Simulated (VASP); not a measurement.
Runs of VASP 6.6.1 on Ta4Br. The structure is that of space group Im-3m (No. 229), or close to it. The cells are those of the table. The cell was generated, and may not be a known phase.

```tsv
task	cell	k mesh	cutoff (eV)	gap on the mesh (eV)	pressure (GPa)	relaxed volume (Å³/atom)
relaxation of cell and atoms	relaxed from a = 5.014 Å, angles 109.5°, 5 atoms	4 × 4 × 4	600	none	0.0	20.79
single point	a = 5.129 Å, angles 109.5°, 5 atoms	10 × 10 × 10	520	none	(a)	-
relaxation of cell and atoms	relaxed from a = 5.132 Å, angles 109.5°, 5 atoms	10 × 10 × 10	600	none	0.0	20.79
single point	a = 5.014 Å, angles 109.5°, 5 atoms	4 × 4 × 4	520	none	11.4	-
single point	a = 5.132 Å, angles 109.5°, 5 atoms	4 × 4 × 4	520	none	-0.2	-
```

Alike in all rows: level PBE; potentials or basis VASP PAW PBE potentials, release 64 (Ta_pv, Br); no spin polarisation; smearing gaussian 0.1 eV.

Q: Fill in the values left out.

A: (a) 0.1.

Caveats: some runs use coarse meshes; spin-orbit coupling is left out, which moves the levels of the heavy elements; an odd number of electrons without spin polarisation forces a metal; a magnetic or distorted state may lie lower.

A k mesh can miss the band edges, and the runs leave out spin-orbit coupling on Br, Ta.

A gap of «none» marks levels without a gap at the run's occupations.
